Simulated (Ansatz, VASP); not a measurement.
**TiH in VASP and in Ansatz**

```
Ti H
1.0
     0.00000    2.08970    2.08970
     2.08970    0.00000    2.08970
     2.08970    2.08970    0.00000
Ti H
1 1
Cartesian
  0.0000 0.0000 0.0750
  2.0897 2.0897 2.0897
```

Change from the starting cell: all Ti atoms moved +0.075 Å, as atom 1 along Cartesian [0 0 1].

Alike in both runs: task single point; functional r2SCAN; k mesh 20 × 20 × 20; occupations gaussian, width 0.15 eV; no spin polarisation.

|  | VASP | Ansatz |
| --- | --- | --- |
| version | VASP 6.6.1 | Ansatz 0.2.0 |
| potentials or method | VASP PAW PBE potentials, release 64 (Ti_sv, H), cutoff 520 eV | scalar-relativistic, plane waves, PAW |
| valence electrons in the cell | 13 | 13 |

VASP gave:

| Property | Result |
| --- | --- |
| gap on the k mesh at the Fermi level (eV) | none |
| pressure (GPa) | 0.2 |
| traceless stress, the component that is largest in VASP (GPa) | 0.89 |
| rms of the force components (eV/Å) | 0.145 |

Problem. Estimate Ansatz's values.

Solution. gap on the k mesh at the Fermi level (eV): none; pressure (GPa): -0.4; traceless stress, the component that is largest in VASP (GPa): 0.87; rms of the force components (eV/Å): 0.143.

VASP's potentials were made for PBE, not for r2SCAN. Atom by atom the forces differ by 0.002 eV/Å (rms over components). A gap of «none» marks a metal or a gap that the smearing closes.
